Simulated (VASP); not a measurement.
# Au (P6_3/mmc) in VASP: notebook

Au is run at these levels: PBEsol; tasks: single point.

Program: VASP 6.6.1. These are calculated values, not measurements. Logs are shortened: lines on timing, memory, paths and dates and some standing lists are left out, and cuts for length are marked.

## Step 1: The cell of the first run

It takes space group P6_3/mmc (No. 194, hexagonal). The conventional cell has a = 2.865 Å, b = 2.865 Å, c = 4.791 Å, α = 90.00°, β = 90.00°, γ = 120.00°. Au (site symmetry -6m2) has 12 Au at 2.87 to 2.91 Å within 3.8 Å.

This isn't the form of Au at room conditions, which is fcc.

## Step 2: Single point, PBEsol

Input file INCAR:

```
SYSTEM = Au
PREC     = Accurate       ! precision mode
ENCUT    = 520            ! plane-wave cutoff, eV
EDIFF    = 1E-7           ! SCF threshold, eV
ISMEAR   = 0              ! smearing method
SIGMA    = 0.15           ! smearing width, eV
LREAL    = .False.        ! projectors in reciprocal space
LASPH    = .True.         ! aspherical terms in the spheres
NELM     = 80             ! most SCF steps
ALGO     = Fast           ! electronic algorithm
ISIF     = 2              ! what is computed and relaxed
LWAVE    = .False.        ! write WAVECAR
LCHARG   = .True.         ! write CHGCAR
GGA      = PS             ! functional
LELF     = .True.         ! ELF
LVHAR    = .True.       
NBANDS   = 18             ! bands
```

Input file KPOINTS:

```
Automatic mesh
0
Gamma
  24 24 12
  0 0 0
```

Input file POSCAR:

```
Au
1.0
    2.8651901210      0.0000000000      0.0000000000
   -1.4325950605      2.4813274315      0.0000000000
    0.0000000000      0.0000000000      4.7905780137
Au
2
Direct
    0.3333333333      0.6666666667      0.7500000000
    0.6666666667      0.3333333333      0.2500000000
```

Potentials or basis: VASP PAW PBE potentials, release 64 (Au).

Started as:

```console
cat potpaw_PBE.64/Au/POTCAR > POTCAR
mpirun -np 1 vasp_std > vasp.out
```

OUTCAR:

```text
SYSTEM = Au
   PREC = Accurate
   ENCUT = 520
   EDIFF = 1E-7
   ISMEAR = 0
   LREAL = .False.
   LASPH = .True.
   NELM = 80
   ISIF = 2
   GGA = PS

 ion  position               nearest neighbor table
   1  0.333  0.667  0.750-   2 2.91   2 2.91   2 2.91   2 2.91   2 2.91   2 2.91
   2  0.667  0.333  0.250-   1 2.91   1 2.91   1 2.91   1 2.91   1 2.91   1 2.91

  LATTYP: Found a hexagonal cell.
 ALAT       =     2.8651901210
 C/A-ratio  =     1.6719930655

  Lattice vectors:

 A1 = (   2.8651901210,   0.0000000000,   0.0000000000)
 A2 = (  -1.4325950605,   2.4813274315,   0.0000000000)
 A3 = (   0.0000000000,   0.0000000000,   4.7905780137)

Analysis of symmetry for initial positions (statically):
=====================================================================
 Subroutine PRICEL returns:
 Original cell was already a primitive cell.

 Routine SETGRP: Setting up the symmetry group for a
 hexagonal supercell.

 Subroutine GETGRP returns: Found 24 space group operations
 (whereof 12 operations were pure point group operations)
 out of a pool of 24 trial point group operations.

The static configuration has the point symmetry D_3d.
 The point group associated with its full space group is D_6h.

Analysis of symmetry for dynamics (positions and initial velocities):
=====================================================================
 Subroutine PRICEL returns:
 Original cell was already a primitive cell.

 Routine SETGRP: Setting up the symmetry group for a
 hexagonal supercell.

 Subroutine GETGRP returns: Found 24 space group operations
 (whereof 12 operations were pure point group operations)
 out of a pool of 24 trial point group operations.

The dynamic configuration has the point symmetry D_3d.
 The point group associated with its full space group is D_6h.

 Subroutine INISYM returns: Found 24 space group operations
 (whereof 12 operations are pure point group operations),
 and found     1 'primitive' translations

----------------------------------------------------------------------------------------

                                     Primitive cell

  volume of cell :      34.0585

  direct lattice vectors                    reciprocal lattice vectors
     2.865190121  0.000000000  0.000000000     0.349016979  0.201505047  0.000000000
    -1.432595060  2.481327432  0.000000000     0.000000000  0.403010093  0.000000000
     0.000000000  0.000000000  4.790578014     0.000000000  0.000000000  0.208743078

  length of vectors
     2.865190121  2.865190121  4.790578014     0.403010093  0.403010093  0.208743078

  position of ions in fractional coordinates (direct lattice)
     0.333333333  0.666666667  0.750000000
     0.666666667  0.333333333  0.250000000

  ion indices of the primitive-cell ions
   primitive index   ion index
                 1           1
                 2           2

----------------------------------------------------------------------------------------

 KPOINTS: Automatic mesh

Automatic generation of k-mesh.
 Grid dimensions read from file:
 generate k-points for:   24   24   12

 Generating k-lattice:

  Cartesian coordinates                     Fractional coordinates (reciprocal lattice)
     0.014542374  0.008396044  0.000000000     0.041666667  0.000000000  0.000000000
     0.000000000  0.016792087  0.000000000     0.000000000  0.041666667  0.000000000
     0.000000000  0.000000000  0.017395257     0.000000000  0.000000000  0.083333333

  Length of vectors
     0.016792087  0.016792087  0.017395257

  Shift w.r.t. Gamma in fractional coordinates (k-lattice)
     0.000000000  0.000000000  0.000000000

 Subroutine IBZKPT returns following result:
 ===========================================

 Found    427 irreducible k-points:

 Following reciprocal coordinates:
            Coordinates               Weight
  0.000000  0.000000  0.000000      1.000000
  0.041667  0.000000  0.000000      6.000000
  0.083333  0.000000  0.000000      6.000000
  0.125000 -0.000000  0.000000      6.000000
  0.166667 -0.000000  0.000000      6.000000
  0.208333 -0.000000  0.000000      6.000000
[... 16 lines left out ...]
  0.416667  0.041667  0.000000     12.000000
  0.458333  0.041667  0.000000     12.000000
 [... further k-points ...]
   k-points           NKPTS =    427   k-points in BZ     NKDIM =    427   number of bands    NBANDS=     18
   number of dos      NEDOS =    301   number of ions     NIONS =      2
   total plane-waves  NPLWV =  20736
   dimension x,y,z NGX =    24 NGY =   24 NGZ =   36
   dimension x,y,z NGXF=    48 NGYF=   48 NGZF=   72
   ions per type =               2
   NGX,Y,Z   is equivalent  to a cutoff of  13.93, 13.93, 12.49 a.u.
   NGXF,Y,Z  is equivalent  to a cutoff of  27.85, 27.85, 24.99 a.u.
 SYSTEM =  Au
   PREC   = accura    normal or accurate (medium, high low for compatibility)
   ISTART =      0    job   : 0-new  1-cont  2-samecut
   ICHARG =      2    charge: 1-file 2-atom 10-const
   ISPIN  =      1    spin polarized calculation?
   LNONCOLLINEAR =      F non collinear calculations
   LSORBIT =      F    spin-orbit coupling
   LASPH  =      T    aspherical Exc in radial PAW
   ENCUT  =  520.0 eV  38.22 Ry    6.18 a.u.   5.33  5.33  8.91*2*pi/ulx,y,z
   NELM   =     80;   NELMIN=  2; NELMDL= -5     # of ELM steps
   EDIFF  = 0.1E-06   stopping-criterion for ELM
   LREAL  =      F    real-space projection
   EDIFFG = 0.1E-05   stopping-criterion for IOM
   NSW    =      0    number of steps for IOM
   IBRION =     -1    ionic relax: 0-MD 1-quasi-New 2-CG
   NFREE  =      0    steps in history (QN), initial steepest desc. (CG)
   ISIF   =      2    stress and relaxation
   ISYM   =      2    0-nonsym 1-usesym 2-fastsym
   POTIM  = 0.5000    time-step for ionic-motion
   TEBEG  =    0.0;   TEEND  =   0.0 temperature during run
   PSTRESS=    0.0 pullay stress
   NELECT =      22.0000    total number of electrons
   NUPDOWN=      -1.0000    fix difference up-down
   EMIN   =  10.00;   EMAX   =-10.00  energy-range for DOS
   EFERMI =   0.00;   METHOD = LEGACY
   ISMEAR =     0;   SIGMA  =   0.15  broadening in eV -4-tet -1-fermi 0-gaus
   EFERMI_NEDOS =   21; number of points for ismear=-14 and -15
   IALGO  =     68    algorithm
   IMIX   =      4    mixing-type and parameters
     AMIX     =   0.40;   BMIX     =  1.00
     AMIX_MAG =   1.60;   BMIX_MAG =  1.00
  volume/ion in A,a.u.               =      17.03       114.92
  Fermi-wavevector in a.u.,A,eV,Ry     =   1.415166  2.674275 27.248299  2.002694
  Thomas-Fermi vector in A             =   2.536632
   LORBIT       =      0    0 simple, 1 ext, 2 COOP (PROOUT), +10 PAW based schemes
   GGA     = PS    functional components
   LHFCALC =     F    Hartree Fock is set to
   AEXX    =    0.0000 exact exchange contribution
   IVDW    =     0    specifies the selected vdW correction
   LEPSILON=     F    determine dielectric tensor
   LRPA    =     F    only Hartree local field effects (RPA)
 non-spin polarized calculation
 RMM-DIIS sequential band-by-band and
 Gauss-broadening in eV      SIGMA  =   0.15
  energy-cutoff  :      520.00
  volume of cell :       34.06
 maximum number of plane-waves:       936
 NGX is ok and might be reduce to    24
   NGX = 11   NGY = 11   NGZ = 17

 number of electron      22.0000004 magnetization

 Free energy of the ion-electron system (eV)
  ---------------------------------------------------
  ext. energy  EPLUGINS =         0.00000000
  ---------------------------------------------------
  free energy    TOTEN  =        -7.83510204 eV

  energy without entropy =       -7.82572341  energy(sigma->0) =       -7.83041272

 E-fermi :   9.2530     XC(G=0): -12.8890

 val. band max:        9.2497763119   @ k =   0.3333  -0.0000   0.3333
 cond. band min:       9.2565472940   @ k =   0.4167   0.0833   0.3333
 fundamental gap:      0.0067709821
 Fermi energy:         9.2530256672

 k-point     1 :       0.0000    0.0000    0.0000
  band No.  band energies     occupation
      1      -0.6398      2.00000
      2       1.8716      2.00000
      3       4.4492      2.00000
      4       4.7103      2.00000
      5       4.7103      2.00000
      6       5.0310      2.00000
[... 10 lines left out ...]
     17      27.7092      0.00000
     18      27.7092      0.00000

 k-point     2 :       0.0417    0.0000    0.0000
  band No.  band energies     occupation
      1      -0.5845      2.00000
      2       1.9180      2.00000
      3       4.4260      2.00000
      4       4.7290      2.00000
      5       4.7475      2.00000
      6       5.0101      2.00000
[... 10 lines left out ...]
     17      27.3749      0.00000
     18      27.3757      0.00000

 k-point     3 :       0.0833    0.0000    0.0000
  band No.  band energies     occupation
      1      -0.4204      2.00000
      2       2.0524      2.00000
      3       4.3560      2.00000
      4       4.7849      2.00000
      5       4.8579      2.00000
      6       4.9578      2.00000
[... 10 lines left out ...]
     17      26.6115      0.00000
     18      27.0921      0.00000

 k-point     4 :       0.1250   -0.0000    0.0000
  band No.  band energies     occupation
      1      -0.1536      2.00000
      2       2.2591      2.00000
      3       4.2526      2.00000
      4       4.7988      2.00000
      5       4.9711      2.00000
      6       5.0378      2.00000
[... 10 lines left out ...]
     17      25.6919      0.00000
     18      27.3597      0.00000

 k-point     5 :       0.1667   -0.0000    0.0000
  band No.  band energies     occupation
      1       0.2039      2.00000
      2       2.5040      2.00000
      3       4.1509      2.00000
      4       4.7044      2.00000
      5       4.8655      2.00000
      6       5.1371      2.00000
[... 10 lines left out ...]
     17      25.9087      0.00000
     18      26.6321      0.00000

 k-point     6 :       0.2083   -0.0000    0.0000
  band No.  band energies     occupation
      1       0.6323      2.00000
      2       2.7215      2.00000
      3       4.1105      2.00000
      4       4.4511      2.00000
      5       4.6042      2.00000
      6       5.2720      2.00000
[... 10 lines left out ...]
     17      25.8778      0.00000
     18      26.4663      0.00000

 k-point     7 :       0.2500   -0.0000    0.0000
  band No.  band energies     occupation
      1       1.0987      2.00000
      2       2.8271      2.00000
      3       4.0664      2.00000
      4       4.1939      2.00000
      5       4.5496      2.00000
      6       5.1432      2.00000
[... 10 lines left out ...]
     17      25.6473      0.00000
     18      26.3897      0.00000

 k-point     8 :       0.2917   -0.0000    0.0000
  band No.  band energies     occupation
      1       1.5524      2.00000
      2       2.8029      2.00000
      3       3.7297      2.00000
      4       4.3611      2.00000
      5       4.6159      2.00000
      6       5.0222      2.00000
[... 10 lines left out ...]
     17      23.8569      0.00000
     18      25.8605      0.00000
[... 229 lines left out ...]
     17      24.8506      0.00000
     18      26.0855      0.00000

 k-point    20 :       0.2917    0.0417    0.0000
  band No.  band energies     occupation
      1       1.7940      2.00000
      2       2.7976      2.00000
      3       3.5801      2.00000
      4       4.3993      2.00000
      5       4.7052      2.00000
      6       4.9065      2.00000
[... 10 lines left out ...]
     17      23.4271      0.00000
     18      25.5377      0.00000

 k-point    21 :       0.3333    0.0417    0.0000
  band No.  band energies     occupation
      1       2.1139      2.00000
      2       2.6916      2.00000
      3       3.3317      2.00000
      4       4.5989      2.00000
      5       4.8208      2.00000
      6       4.9440      2.00000
[... 10 lines left out ...]
     17      22.6906      0.00000
     18      24.9931      0.00000

 k-point    22 :       0.3750    0.0417    0.0000
  band No.  band energies     occupation
      1       2.3062      2.00000
      2       2.5901      2.00000
      3       3.1434      2.00000
      4       4.7573      2.00000
      5       4.8369      2.00000
      6       5.0107      2.00000
[... 10 lines left out ...]
     17      21.9986      0.00000
     18      24.5493      0.00000

 k-point    23 :       0.4167    0.0417    0.0000
  band No.  band energies     occupation
      1       2.3993      2.00000
      2       2.5140      2.00000
      3       3.0170      2.00000
      4       4.7166      2.00000
      5       4.9371      2.00000
      6       5.0505      2.00000
[... 10 lines left out ...]
     17      21.4075      0.00000
     18      24.2444      0.00000

 k-point    24 :       0.4583    0.0417    0.0000
  band No.  band energies     occupation
      1       2.4343      2.00000
      2       2.4737      2.00000
      3       2.9536      2.00000
      4       4.6973      2.00000
      5       4.8980      2.00000
      6       5.1729      2.00000
[... 10 lines left out ...]
     17      21.0402      0.00000
     18      24.0908      0.00000

 [... further k-points ...]
[... 5 lines left out ...]
  --------------------------------------------------------------------------------------
  -------------------------------------------------------------------------------------
  Total       -0.0590019     -0.0590019     -0.0552830      0.0000000      0.0000000      0.0000000
  in kB       -2.7755645     -2.7755645     -2.6006207      0.0000000      0.0000000      0.0000000
  external PRESSURE =      -2.7172499 kB  Pullay stress =       0.0000000 kB

 VOLUME and BASIS-vectors are now :
 -----------------------------------------------------------------------------
  energy-cutoff  :      520.00
  volume of cell :       34.06
      direct lattice vectors                 reciprocal lattice vectors
     2.865190121  0.000000000  0.000000000     0.349016979  0.201505047  0.000000000
    -1.432595060  2.481327432  0.000000000     0.000000000  0.403010093  0.000000000
     0.000000000  0.000000000  4.790578014     0.000000000  0.000000000  0.208743078

 POSITION                                       TOTAL-FORCE (eV/Angst)
 -----------------------------------------------------------------------------------
     -0.00000      1.65422      3.59293         0.000000     -0.000000      0.000000
      1.43260      0.82711      1.19764        -0.000000      0.000000      0.000000
 -----------------------------------------------------------------------------------
    total drift:                               -0.000000      0.000000     -0.000000

  FREE ENERGIE OF THE ION-ELECTRON SYSTEM (eV)
  ---------------------------------------------------
  free  energy   TOTEN  =        -7.8351020406 eV

  energy  without entropy=       -7.8257234084  energy(sigma->0) =       -7.83041272
```

Run time: 4.7 min. Hardware: 1 thread of Intel Xeon 8259CL, shared host; peak memory 0.33 GiB.

Results:

```
Free energy            : -7.8351 eV
Pressure               : -0.3 GPa
Band gap on the k mesh : zero (bands 11 and 12 overlap by 6.92 eV)
```

Caveat: the PAW data sets were made with another functional, which shifts forces and pressure a little; spin-orbit coupling is left out, which moves the levels of the heavy elements.

## Step 3: Single point, PBEsol

Input file INCAR:

```
ALGO = Normal ; EDIFF = 1E-6
ENCUT = 500 ; GGA = PS
GGA_COMPAT = F ; ISIF = 2
ISMEAR = -1 ; LASPH = T
LCHARG = F ; LREAL = F
LWAVE = F ; NBANDS = 18
NELM = 120 ; PREC = Accurate
SIGMA = 0.15
```

Input file KPOINTS:

```
k-points
0
Gamma
  18 18 10
```

Input file POSCAR:

```
Au
1.0
    2.8632936654      0.0000000000      0.0000000000
   -1.4316468327      2.4796850528      0.0000000000
    0.0000000000      0.0000000000      4.7991117500
Au
2
Direct
    0.3333333333      0.6666666667      0.7500000000
    0.6666666667      0.3333333333      0.2500000000
```

Potentials or basis: VASP PAW PBE potentials, release 64 (Au).

Started as:

```console
cat potpaw_PBE.64/Au/POTCAR > POTCAR
mpirun -np 1 vasp_std > vasp.out
```

Run time: 1.8 min. Hardware: 1 thread of Intel Xeon 8259CL, shared host; peak memory 0.24 GiB.

Results (log left out):

| Quantity | Value |
| --- | --- |
| Free energy | -7.8548 eV |
| Pressure | -0.3 GPa |
| Band gap on the k mesh | zero (bands 11 and 12 overlap by 6.92 eV) |

Levels at points of the mesh, in eV from the Fermi level:
```csv
k point,band 9,band 10,band 11,band 12,band 13,band 14
"(0.00, 0.00, 0.00)",-3.53,-2.15,-2.15,-1.17,2.72,14.57
"(0.50, 0.00, 0.00)",-1.83,-1.65,0.37,1.59,5.76,7.29
"(0.00, 0.00, 0.50)",-2.61,-2.61,-2.61,-2.61,10.67,10.67
"(0.50, 0.00, 0.50)",-1.72,-1.72,0.43,0.43,3.98,3.98
```

Caveat: the PAW data sets were made with another functional, which shifts forces and pressure a little; spin-orbit coupling is left out, which moves the levels of the heavy elements.

## Step 4: Single point, PBEsol (17.38 Å³/atom)

This run uses another cell than the first one, of 17.38 Å³/atom.

Input file INCAR:

```
SYSTEM = Au
ALGO = Normal
EDIFF = 1E-6
ENCUT = 500
GGA = PS
GGA_COMPAT = .False.
ISIF = 2
ISMEAR = -1
LASPH = .True.
LCHARG = .False.
LREAL = .False.
LWAVE = .False.
NBANDS = 18
NELM = 120
PREC = Accurate
SIGMA = 0.15
```

Input file KPOINTS:

```
k-points
0
Gamma
  18 18 10
  0 0 0
```

Input file POSCAR:

```
Au
1.0
    2.8803538825      0.0000000000      0.0000000000
   -1.4401769412      2.4944596341      0.0000000000
    0.0000000000      0.0000000000      4.8372788332
Au
2
Direct
    0.3333333333      0.6666666667      0.7500000000
    0.6666666667      0.3333333333      0.2500000000
```

Started as:

```console
cat potpaw_PBE.64/Au/POTCAR > POTCAR
mpirun -np 1 vasp_std > vasp.out
```

It took 1.8 min on 1 thread of Intel Xeon 8259CL, shared host; peak memory 0.24 GiB.

The run converged. Its results:

```yaml
Free_energy: -7.8472 eV
Pressure: -3.5 GPa
Band_gap_on_the_k_mesh: zero (bands 11 and 12 overlap by 6.78 eV)
```

Levels at points of the mesh, in eV from the Fermi level:
| k point | band 8 | band 9 | band 10 | band 11 | band 12 | band 13 | band 14 | band 15 |
| --- | --- | --- | --- | --- | --- | --- | --- | --- |
| (0.00, 0.00, 0.00) | -3.45 | -3.45 | -2.13 | -2.13 | -1.09 | 2.60 | 14.60 | 15.70 |
| (0.50, 0.00, 0.00) | -1.90 | -1.82 | -1.64 | 0.38 | 1.55 | 5.69 | 7.21 | 7.21 |
| (0.00, 0.00, 0.50) | -4.48 | -2.57 | -2.57 | -2.57 | -2.57 | 10.49 | 10.49 | 14.89 |
| (0.50, 0.00, 0.50) | -2.36 | -1.71 | -1.71 | 0.48 | 0.48 | 3.88 | 3.88 | 13.13 |

Caveat: the cell stands under tension; the PAW data sets were made with another functional, which shifts forces and pressure a little; spin-orbit coupling is left out, which moves the levels of the heavy elements.

## Step 5: The runs side by side

| cell | k mesh | cutoff (eV) | smearing | gap on the mesh (eV) | pressure (GPa) |
| --- | --- | --- | --- | --- | --- |
| a = 2.865, b = 2.865, c = 4.791 Å, angles 90.0, 90.0, 120.0°, 2 atoms | 24 × 24 × 12 | 520 | gaussian 0.15 eV | none | -0.3 |
| a = 2.863, b = 2.863, c = 4.799 Å, angles 90.0, 90.0, 120.0°, 2 atoms | 18 × 18 × 10 | 500 | fermi-dirac 0.15 eV | none | -0.3 |
| a = 2.880, b = 2.880, c = 4.837 Å, angles 90.0, 90.0, 120.0°, 2 atoms | 18 × 18 × 10 | 500 | fermi-dirac 0.15 eV | none | -3.5 |

Alike in all rows: task single point; level PBEsol; potentials or basis VASP PAW PBE potentials, release 64 (Au); no spin polarisation.

Caveats: the PAW data sets were made with another functional, which shifts forces and pressure a little; spin-orbit coupling is left out, which moves the levels of the heavy elements; the cell stands under tension (at least some runs).

Total energies depend on the potentials used, so only differences within one code and one set of settings carry meaning.
